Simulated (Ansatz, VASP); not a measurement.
**BiTe in VASP and in Ansatz**

File INCAR:

```
PREC = Accurate
ENCUT = 520
EDIFF = 1E-7
ISMEAR = -1
SIGMA = 0.05
LREAL = False
LASPH = True
NELM = 60
ALGO = Normal
ISIF = 2
LWAVE = False
LCHARG = True
GGA = CA
LELF = True
LVHAR = True
NBANDS = 18
```

Contents of KPOINTS:

```
regular mesh
0
Gamma
  7 7 7
```

Contents of POSCAR:

```
BiTe
1.0
    0.0000000000      3.2984474805      3.2984474805
    3.2984474805      0.0000000000      3.2984474805
    3.2984474805      3.2984474805      0.0000000000
Bi Te
1 1
Direct
    0.0000000000      0.0000000000      0.0000000000
    0.5000000000      0.5000000000      0.5000000000
```

input.yaml

```yaml
crystal:
  lattice:
    - [0.0, 3.2984474805, 3.2984474805]
    - [3.2984474805, 0.0, 3.2984474805]
    - [3.2984474805, 3.2984474805, 0.0]
  atoms:
    - { symbol: Bi, position: [0.0, 0.0, 0.0] }
    - { symbol: Te, position: [0.5, 0.5, 0.5] }
kpoints:
  mp_grid: { grid: [7, 7, 7] }
scf:
  occupations: { method: fermi_dirac, width: 0.05 }
hamiltonian:
  xc: lda
  pseudopotentials: { kind: all_electron, lapw: { basis_error: 0.001 } }
output:
  forces: true
  stress: true
  eigenvalues: true
```

Change from the starting cell: volume scaled by 1.06.

Alike in both runs: task single point; functional LDA; k mesh 7 × 7 × 7; occupations fermi-dirac, width 0.05 eV; no spin polarisation.

```csv
,VASP,Ansatz
version,VASP 6.6.1,Ansatz 0.2.0
potentials or method,"VASP PAW LDA potentials, release 64 (Bi_d, Te), cutoff 520 eV","all-electron LAPW, scalar-relativistic"
```

```tsv
	VASP	Ansatz	Ansatz less VASP
gap on the k mesh at the Fermi level (eV)	none	none	-
pressure (GPa)	-4.9	-4.9	-0.01
```

LDA's correlation is that of Perdew and Zunger in VASP and of Perdew and Wang (1992) in Ansatz. A gap of «none» marks a metal or a gap that the smearing closes. Ansatz ran all-electron here, and VASP with PAW potentials.

Spin-orbit coupling is off throughout.
